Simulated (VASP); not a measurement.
# BaTiO3 (Pm-3m) in VASP: notebook

BaTiO3 is run at these levels: PBEsol; tasks: single point.

Program: VASP 6.6.1. These are calculated values, not measurements. Logs are shortened: lines on timing, memory, paths and dates and some standing lists are left out, and cuts for length are marked.

## (1) The cell of the first run

It takes space group Pm-3m (No. 221, cubic). The conventional cell has a = 3.970 Å, b = 3.970 Å, c = 3.970 Å, α = 90.00°, β = 90.00°, γ = 90.00°. Within 3.7 Å of Ba (site symmetry m-3m) lie 12 O at 2.81 Å and 8 Ti at 3.44 Å. Ti (site symmetry m-3m) has 6 O at 1.98 Å within 2.6 Å. O (site symmetry 4/mmm) has 2 Ti at 1.98 Å within 2.6 Å.

## (2) Single point, PBEsol

INCAR

```
SYSTEM = BaTiO3
  ALGO = Normal
  EDIFF = 1E-7
  ENCUT = 520
  GGA = PS
  ISIF = 2
  ISMEAR = 0
  LASPH = .True.
  LCHARG = .False.
  LREAL = .False.
  LWAVE = .False.
  NBANDS = 28
  NELM = 80
  PREC = Accurate
  SIGMA = 0.02
```

KPOINTS

```
k-points
0
Gamma
  8 8 8
  0 0 0
```

POSCAR

```
BaTiO3
1.0
    3.9698624762      0.0000000000      0.0000000000
    0.0000000000      3.9698624762      0.0000000000
    0.0000000000      0.0000000000      3.9698883025
Ba Ti O
1 1 3
Direct
    0.0000000000      0.0000000000      0.0000000000
    0.5000000000      0.5000000000      0.5000000000
    0.5000000000      0.5000000000      0.0000000000
    0.5000000000      0.0000000000      0.5000000000
    0.0000000000      0.5000000000      0.5000000000
```

Potentials or basis: VASP PAW PBE potentials, release 64 (Ba_sv, Ti_sv, O).

Launch:

```sh
cat potpaw_PBE.64/Ba_sv/POTCAR potpaw_PBE.64/Ti_sv/POTCAR potpaw_PBE.64/O/POTCAR > POTCAR
mpirun -np 1 vasp_std > vasp.out
```

OUTCAR:

```text
SYSTEM = BaTiO3
   EDIFF = 1E-7
   ENCUT = 520
   GGA = PS
   ISIF = 2
   ISMEAR = 0
   LASPH = .True.
   LREAL = .False.
   NELM = 80
   PREC = Accurate

 ion  position               nearest neighbor table
   1  0.000  0.000  0.000-   3 2.81   3 2.81   3 2.81   3 2.81   5 2.81   4 2.81   5 2.81   5 2.81
                             5 2.81   4 2.81   4 2.81   4 2.81   2 3.44   2 3.44   2 3.44   2 3.44
   2  0.500  0.500  0.500-   4 1.98   5 1.98   4 1.98   5 1.98   3 1.98   3 1.98   1 3.44   1 3.44
                             1 3.44   1 3.44   1 3.44   1 3.44   1 3.44   1 3.44
   3  0.500  0.500  0.000-   2 1.98   2 1.98   1 2.81   1 2.81   1 2.81   1 2.81
   4  0.500  0.000  0.500-   2 1.98   2 1.98   1 2.81   1 2.81   1 2.81   1 2.81
   5  0.000  0.500  0.500-   2 1.98   2 1.98   1 2.81   1 2.81   1 2.81   1 2.81

  LATTYP: Found a simple cubic cell.
 ALAT       =     3.9698624762

  Lattice vectors:

 A1 = (   3.9698624762,   0.0000000000,   0.0000000000)
 A2 = (   0.0000000000,   3.9698624762,   0.0000000000)
 A3 = (   0.0000000000,   0.0000000000,   3.9698883025)

Analysis of symmetry for initial positions (statically):
=====================================================================
 Subroutine PRICEL returns:
 Original cell was already a primitive cell.

 Routine SETGRP: Setting up the symmetry group for a
 simple cubic supercell.

 Subroutine GETGRP returns: Found 48 space group operations
 (whereof 48 operations were pure point group operations)
 out of a pool of 48 trial point group operations.

The static configuration has the point symmetry O_h .

Analysis of symmetry for dynamics (positions and initial velocities):
=====================================================================
 Subroutine PRICEL returns:
 Original cell was already a primitive cell.

 Routine SETGRP: Setting up the symmetry group for a
 simple cubic supercell.

 Subroutine GETGRP returns: Found 48 space group operations
 (whereof 48 operations were pure point group operations)
 out of a pool of 48 trial point group operations.

The dynamic configuration has the point symmetry O_h .

 Subroutine INISYM returns: Found 48 space group operations
 (whereof 48 operations are pure point group operations),
 and found     1 'primitive' translations

----------------------------------------------------------------------------------------

                                     Primitive cell

  volume of cell :      62.5647

  direct lattice vectors                    reciprocal lattice vectors
     3.969862476  0.000000000  0.000000000     0.251897895  0.000000000  0.000000000
     0.000000000  3.969862476  0.000000000     0.000000000  0.251897895  0.000000000
     0.000000000  0.000000000  3.969888302     0.000000000  0.000000000  0.251896256

  length of vectors
     3.969862476  3.969862476  3.969888302     0.251897895  0.251897895  0.251896256

  position of ions in fractional coordinates (direct lattice)
     0.000000000  0.000000000  0.000000000
     0.500000000  0.500000000  0.500000000
     0.500000000  0.500000000  0.000000000
     0.500000000  0.000000000  0.500000000
     0.000000000  0.500000000  0.500000000

  ion indices of the primitive-cell ions
   primitive index   ion index
                 1           1
                 2           2
                 3           3
                 4           4
                 5           5

----------------------------------------------------------------------------------------

 KPOINTS: k-points

Automatic generation of k-mesh.
 Grid dimensions read from file:
 generate k-points for:    8    8    8

 Generating k-lattice:

  Cartesian coordinates                     Fractional coordinates (reciprocal lattice)
     0.031487237  0.000000000  0.000000000     0.125000000  0.000000000  0.000000000
     0.000000000  0.031487237  0.000000000     0.000000000  0.125000000  0.000000000
     0.000000000  0.000000000  0.031487032     0.000000000  0.000000000  0.125000000

  Length of vectors
     0.031487237  0.031487237  0.031487032

  Shift w.r.t. Gamma in fractional coordinates (k-lattice)
     0.000000000  0.000000000  0.000000000

 Subroutine IBZKPT returns following result:
 ===========================================

 Found     35 irreducible k-points:

 Following reciprocal coordinates:
            Coordinates               Weight
  0.000000  0.000000  0.000000      1.000000
  0.125000  0.000000  0.000000      6.000000
  0.250000  0.000000  0.000000      6.000000
  0.375000  0.000000  0.000000      6.000000
  0.500000  0.000000  0.000000      3.000000
  0.125000  0.125000  0.000000     12.000000
[... 16 lines left out ...]
  0.375000  0.375000  0.125000     24.000000
  0.500000  0.375000  0.125000     24.000000
 [... further k-points ...]
   k-points           NKPTS =     35   k-points in BZ     NKDIM =     35   number of bands    NBANDS=     28
   number of dos      NEDOS =    301   number of ions     NIONS =      5
   total plane-waves  NPLWV =  27000
   dimension x,y,z NGX =    30 NGY =   30 NGZ =   30
   dimension x,y,z NGXF=    60 NGYF=   60 NGZF=   60
   ions per type =               1   1   3
   NGX,Y,Z   is equivalent  to a cutoff of  12.56, 12.56, 12.56 a.u.
   NGXF,Y,Z  is equivalent  to a cutoff of  25.13, 25.13, 25.13 a.u.
 SYSTEM =  BaTiO3
   PREC   = accura    normal or accurate (medium, high low for compatibility)
   ISTART =      0    job   : 0-new  1-cont  2-samecut
   ICHARG =      2    charge: 1-file 2-atom 10-const
   ISPIN  =      1    spin polarized calculation?
   LNONCOLLINEAR =      F non collinear calculations
   LSORBIT =      F    spin-orbit coupling
   LASPH  =      T    aspherical Exc in radial PAW
   ENCUT  =  520.0 eV  38.22 Ry    6.18 a.u.   7.38  7.38  7.38*2*pi/ulx,y,z
   NELM   =     80;   NELMIN=  2; NELMDL= -5     # of ELM steps
   EDIFF  = 0.1E-06   stopping-criterion for ELM
   LREAL  =      F    real-space projection
   EDIFFG = 0.1E-05   stopping-criterion for IOM
   NSW    =      0    number of steps for IOM
   IBRION =     -1    ionic relax: 0-MD 1-quasi-New 2-CG
   NFREE  =      0    steps in history (QN), initial steepest desc. (CG)
   ISIF   =      2    stress and relaxation
   ISYM   =      2    0-nonsym 1-usesym 2-fastsym
   POTIM  = 0.5000    time-step for ionic-motion
   TEBEG  =    0.0;   TEEND  =   0.0 temperature during run
   PSTRESS=    0.0 pullay stress
   NELECT =      40.0000    total number of electrons
   NUPDOWN=      -1.0000    fix difference up-down
   EMIN   =  10.00;   EMAX   =-10.00  energy-range for DOS
   EFERMI =   0.00;   METHOD = LEGACY
   ISMEAR =     0;   SIGMA  =   0.02  broadening in eV -4-tet -1-fermi 0-gaus
   EFERMI_NEDOS =   21; number of points for ismear=-14 and -15
   IALGO  =     38    algorithm
   IMIX   =      4    mixing-type and parameters
     AMIX     =   0.40;   BMIX     =  1.00
     AMIX_MAG =   1.60;   BMIX_MAG =  1.00
  volume/ion in A,a.u.               =      12.51        84.44
  Fermi-wavevector in a.u.,A,eV,Ry     =   1.410322  2.665123 27.062117  1.989009
  Thomas-Fermi vector in A             =   2.532288
   LORBIT       =      0    0 simple, 1 ext, 2 COOP (PROOUT), +10 PAW based schemes
   GGA     = PS    functional components
   LHFCALC =     F    Hartree Fock is set to
   AEXX    =    0.0000 exact exchange contribution
   IVDW    =     0    specifies the selected vdW correction
   LEPSILON=     F    determine dielectric tensor
   LRPA    =     F    only Hartree local field effects (RPA)
 non-spin polarized calculation
 Gauss-broadening in eV      SIGMA  =   0.02
  energy-cutoff  :      520.00
  volume of cell :       62.56
 maximum number of plane-waves:      1743
 NGX is ok and might be reduce to    30
   NGX = 15   NGY = 15   NGZ = 15

 number of electron      39.9999985 magnetization

 Free energy of the ion-electron system (eV)
  ---------------------------------------------------
  ext. energy  EPLUGINS =         0.00000000
  ---------------------------------------------------
  free energy    TOTEN  =       -41.97693085 eV

  energy without entropy =      -41.97693085  energy(sigma->0) =      -41.97693085

 E-fermi :   3.9888     XC(G=0): -11.6477

 val. band max:        3.8828150591   @ k =   0.5000   0.5000   0.5000
 cond. band min:       5.6277917947   @ k =   0.0000   0.0000   0.0000
 fundamental gap:      1.7449767356
 Fermi energy:         3.9888229951

 k-point     1 :       0.0000    0.0000    0.0000
  band No.  band energies     occupation
      1     -52.3833      2.00000
      2     -28.7217      2.00000
      3     -28.7217      2.00000
      4     -28.7216      2.00000
      5     -20.8234      2.00000
      6     -12.9878      2.00000
[... 20 lines left out ...]
     27       8.8231      0.00000
     28      11.3418      0.00000

 k-point     2 :       0.1250    0.0000    0.0000
  band No.  band energies     occupation
      1     -52.3831      2.00000
      2     -28.7307      2.00000
      3     -28.7213      2.00000
      4     -28.7212      2.00000
      5     -20.8033      2.00000
      6     -13.0007      2.00000
[... 20 lines left out ...]
     27       9.1465      0.00000
     28      11.7276      0.00000

 k-point     3 :       0.2500    0.0000    0.0000
  band No.  band energies     occupation
      1     -52.3826      2.00000
      2     -28.7523      2.00000
      3     -28.7205      2.00000
      4     -28.7204      2.00000
      5     -20.7540      2.00000
      6     -13.0864      2.00000
[... 20 lines left out ...]
     27      10.0011      0.00000
     28      12.3204      0.00000

 k-point     4 :       0.3750    0.0000    0.0000
  band No.  band energies     occupation
      1     -52.3822      2.00000
      2     -28.7737      2.00000
      3     -28.7196      2.00000
      4     -28.7195      2.00000
      5     -20.7036      2.00000
      6     -13.2155      2.00000
[... 578 lines left out ...]
     27      12.3079      0.00000
     28      12.5061      0.00000

 k-point    23 :       0.3750    0.3750    0.1250
  band No.  band energies     occupation
      1     -52.3810      2.00000
      2     -28.7701      2.00000
      3     -28.7697      2.00000
      4     -28.7262      2.00000
      5     -20.6104      2.00000
      6     -12.7353      2.00000
[... 20 lines left out ...]
     27      12.2384      0.00000
     28      12.8789      0.00000

 k-point    24 :       0.5000    0.3750    0.1250
  band No.  band energies     occupation
      1     -52.3808      2.00000
      2     -28.7785      2.00000
      3     -28.7693      2.00000
      4     -28.7258      2.00000
      5     -20.5964      2.00000
      6     -12.6771      2.00000
[... 20 lines left out ...]
     27      12.1467      0.00000
     28      13.0068      0.00000

 [... further k-points ...]
[... 5 lines left out ...]
  --------------------------------------------------------------------------------------
  -------------------------------------------------------------------------------------
  Total        0.7822498      0.7822498      0.7822599      0.0000000      0.0000000      0.0000000
  in kB       20.0321153     20.0321153     20.0323759      0.0000000      0.0000000      0.0000000
  external PRESSURE =      20.0322021 kB  Pullay stress =       0.0000000 kB

 VOLUME and BASIS-vectors are now :
 -----------------------------------------------------------------------------
  energy-cutoff  :      520.00
  volume of cell :       62.56
      direct lattice vectors                 reciprocal lattice vectors
     3.969862476  0.000000000  0.000000000     0.251897895  0.000000000  0.000000000
     0.000000000  3.969862476  0.000000000     0.000000000  0.251897895  0.000000000
     0.000000000  0.000000000  3.969888302     0.000000000  0.000000000  0.251896256

 POSITION                                       TOTAL-FORCE (eV/Angst)
 -----------------------------------------------------------------------------------
      0.00000      0.00000      0.00000         0.000000      0.000000      0.000000
      1.98493      1.98493      1.98494         0.000000      0.000000      0.000000
      1.98493      1.98493      0.00000         0.000000      0.000000      0.000000
      1.98493      0.00000      1.98494         0.000000      0.000000      0.000000
      0.00000      1.98493      1.98494         0.000000      0.000000      0.000000
 -----------------------------------------------------------------------------------
    total drift:                                0.000000      0.000000     -0.000000

  FREE ENERGIE OF THE ION-ELECTRON SYSTEM (eV)
  ---------------------------------------------------
  free  energy   TOTEN  =       -41.9769308512 eV

  energy  without entropy=      -41.9769308512  energy(sigma->0) =      -41.97693085
```

Run time: 29 s. Hardware: 1 thread of Intel Xeon 6975P-C (Granite Rapids), shared host; peak memory 0.2 GiB.

Results:

```
Free energy            : -41.9769 eV
Pressure               : 2.0 GPa
Band gap on the k mesh : 1.75 eV, indirect (least direct gap 1.87 eV)
```

Levels at points of the mesh, in eV from the valence-band top:
| k point | band 16 | band 17 | band 18 | band 19 | band 20 | band 21 | band 22 | band 23 | band 24 | band 25 |
| --- | --- | --- | --- | --- | --- | --- | --- | --- | --- | --- |
| (0.00, 0.00, 0.00) | -1.15 | -1.15 | -0.12 | -0.12 | -0.12 | 1.74 | 1.74 | 1.74 | 4.10 | 4.10 |
| (0.50, 0.00, 0.00) | -2.03 | -1.89 | -1.89 | -0.72 | -0.72 | 1.92 | 3.61 | 3.61 | 4.12 | 6.19 |
| (0.50, 0.50, 0.00) | -2.83 | -1.73 | -0.86 | -0.86 | -0.10 | 3.62 | 3.62 | 4.04 | 4.99 | 7.91 |
| (0.50, 0.50, 0.50) | -2.41 | -2.41 | 0.00 | 0.00 | 0.00 | 4.33 | 4.33 | 4.33 | 6.74 | 6.74 |

Caveat: the PAW data sets were made with another functional, which shifts forces and pressure a little; spin-orbit coupling is left out, which moves the levels of the heavy elements.

## (3) Single point, PBEsol

INCAR

```
PREC = Accurate
ENCUT = 520
EDIFF = 1E-6
ISMEAR = 0
SIGMA = 0.02
LREAL = False
LASPH = True
NELM = 60
ALGO = Normal
ISIF = 2
LWAVE = False
LCHARG = False
GGA = PS
NBANDS = 28
```

KPOINTS

```
regular mesh
0
Gamma
  8 8 8
```

POSCAR is that of step 2.

Potentials or basis: VASP PAW PBE potentials, release 64 (Ba_sv, Ti_sv, O).

Launch:

```sh
cat potpaw_PBE.64/Ba_sv/POTCAR potpaw_PBE.64/Ti_sv/POTCAR potpaw_PBE.64/O/POTCAR > POTCAR
mpirun -np 1 vasp_std > vasp.out
```

Wall time 29 s (1 thread of Intel Xeon 6975P-C (Granite Rapids), shared host); peak memory 0.2 GiB.

It converged, with:

- Free energy: -41.9769 eV
- Pressure: 2.0 GPa
- Band gap on the k mesh: 1.75 eV, indirect (least direct gap 1.87 eV)

Levels at points of the mesh, in eV from the valence-band top:
```tsv
k point	band 16	band 17	band 18	band 19	band 20	band 21	band 22	band 23	band 24	band 25
(0.00, 0.00, 0.00)	-1.15	-1.15	-0.12	-0.12	-0.12	1.74	1.75	1.75	4.11	4.11
(0.50, 0.00, 0.00)	-2.03	-1.89	-1.89	-0.72	-0.72	1.92	3.61	3.61	4.12	6.19
(0.50, 0.50, 0.00)	-2.83	-1.73	-0.86	-0.86	-0.10	3.62	3.62	4.04	4.99	7.91
(0.50, 0.50, 0.50)	-2.41	-2.41	0.00	0.00	0.00	4.33	4.33	4.33	6.74	6.74
```

Caveat: the PAW data sets were made with another functional, which shifts forces and pressure a little; spin-orbit coupling is left out, which moves the levels of the heavy elements. A k mesh can miss the band edges.

## (4) Single point, PBEsol

INCAR

```
SYSTEM = BaTiO3
  ALGO = Normal
  EDIFF = 1E-6
  ENCUT = 910
  GGA = PS
  GGA_COMPAT = .False.
  ISIF = 2
  ISMEAR = 0
  LASPH = .True.
  LCHARG = .False.
  LREAL = .False.
  LWAVE = .False.
  NBANDS = 28
  NELM = 120
  PREC = Accurate
  SIGMA = 0.02
```

KPOINTS

```
k-points
0
Gamma
  8 8 8
  0 0 0
```

POSCAR is that of step 3.

Potentials or basis: VASP PAW PBE potentials, release 64 (Ba_sv, Ti_sv, O_h).

Launch:

```sh
cat potpaw_PBE.64/Ba_sv/POTCAR potpaw_PBE.64/Ti_sv/POTCAR potpaw_PBE.64/O_h/POTCAR > POTCAR
mpirun -np 1 vasp_std > vasp.out
```

Run time: 2.3 min. Hardware: 1 thread of Intel Xeon Platinum 8375C at 2.90GHz (Ice Lake), shared host; peak memory 0.34 GiB.

It converged, with:

```
Free energy            : -41.9982 eV
Pressure               : 1.7 GPa
Band gap on the k mesh : 1.75 eV, indirect (least direct gap 1.87 eV)
```

Levels at points of the mesh, in eV from the valence-band top:
```csv
k point,band 17,band 18,band 19,band 20,band 21,band 22,band 23,band 24
"(0.00, 0.00, 0.00)",-1.15,-0.12,-0.12,-0.12,1.75,1.75,1.75,4.11
"(0.50, 0.00, 0.00)",-1.88,-1.88,-0.72,-0.72,1.93,3.62,3.62,4.12
"(0.50, 0.50, 0.00)",-1.73,-0.86,-0.86,-0.10,3.63,3.63,4.05,4.99
"(0.50, 0.50, 0.50)",-2.40,0.00,0.00,0.00,4.33,4.33,4.33,6.75
```

Caveat: the cutoff is under 1.25 times the usual one of these potentials, so pressure, stress and relaxed cells hold a basis-set (Pulay) error; the PAW data sets were made with another functional, which shifts forces and pressure a little; spin-orbit coupling is left out, which moves the levels of the heavy elements.
